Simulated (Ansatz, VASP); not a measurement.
**Sr in VASP and in Ansatz**

```xyz
1
Lattice="-2.3872 2.3872 2.3679 2.3872 -2.3872 2.3679 2.3872 2.3872 -2.3679" Properties=species:S:1:pos:R:3 pbc="T T T"
Sr    0.0000    0.0000    0.0000
```

Change from the starting cell: the structure that the rattled cell fell into.

Alike in both runs: functional PBE; k mesh 16 × 16 × 16; occupations gaussian, width 0.1 eV; no spin polarisation.

Ansatz relaxed the structure, and its values are those at the end. VASP's run is a single point on that final structure, the one shown.

|  | VASP | Ansatz |
| --- | --- | --- |
| version | VASP 6.6.1 | Ansatz 0.2.0 |
| potentials or method | VASP PAW PBE potentials, release 64 (Sr_sv), cutoff 520 eV | scalar-relativistic, plane waves, PAW |
| valence electrons in the cell | 10 | 10 |

```csv
,VASP,Ansatz,Ansatz less VASP
gap on the k mesh at the Fermi level (eV),none,none,-
pressure (GPa),0.0,0.0,-0.01
```

A gap of «none» marks a metal or a gap that the smearing closes. With one functional, cell and mesh, what is left measures potentials, basis and numerics.
